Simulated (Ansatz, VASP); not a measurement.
Two plane-wave programs on AgAs

The input INCAR:

```
  PREC = Accurate
  ENCUT = 520
  EDIFF = 1E-6
  ISMEAR = -1
  SIGMA = 0.1
  LREAL = F
  LASPH = T
  NELM = 100
  ALGO = Normal
  ISIF = 2
  LWAVE = F
  LCHARG = F
  GGA = PE
  NBANDS = 24
```

File KPOINTS:

```
regular mesh
0
Gamma
  4 7 4
```

Contents of POSCAR:

```
AgAs
1.0
    4.9913820000      0.0000000000      0.0000000000
    0.0000000000      2.9607890000      0.0000000000
    0.0000000000      0.0000000000      5.1726990000
Ag As
2 2
Direct
    0.2500000000      0.0000000000      0.8352290000
    0.7500000000      0.0000000000      0.1647710000
    0.7500000000      0.5000000000      0.6656450000
    0.2299654685      0.5000000000      0.3343550000
```

Input for Ansatz:

```yaml
crystal:
  lattice:
    - [4.991382, 0.0, 0.0]
    - [0.0, 2.960789, 0.0]
    - [0.0, 0.0, 5.172699]
  atoms:
    - { symbol: Ag, position: [0.25, 0.0, 0.8352289999999999] }
    - { symbol: Ag, position: [0.75, 0.0, 0.164771] }
    - { symbol: As, position: [0.75, 0.5, 0.665645] }
    - { symbol: As, position: [0.22996546848147467, 0.5, 0.334355] }
kpoints:
  mp_grid:
    grid: [4, 7, 4]
hamiltonian:
  xc: pbe
scf:
  occupations:
    method: fermi_dirac
    width: 0.1
output:
  forces: true
```

Alike in both runs: task single point; functional PBE; k mesh 4 × 7 × 4; occupations fermi-dirac, width 0.1 eV; no spin polarisation.

```csv
,VASP,Ansatz
version,VASP 6.6.1,Ansatz 0.2.0
potentials or method,"VASP PAW PBE potentials, release 64 (Ag, As)","plane waves, PAW"
plane-wave cutoff (eV),520,420
valence electrons in the cell,32,68
```

```csv
,VASP,Ansatz,Ansatz less VASP
rms of the force components (eV/Å),0.099,0.098,-0.0009
```

Atom by atom the forces differ by 0.001 eV/Å (rms over components). VASP's potentials hold 32 valence electrons a cell and Ansatz's 68, so a difference there can come from the potentials and not from the codes.
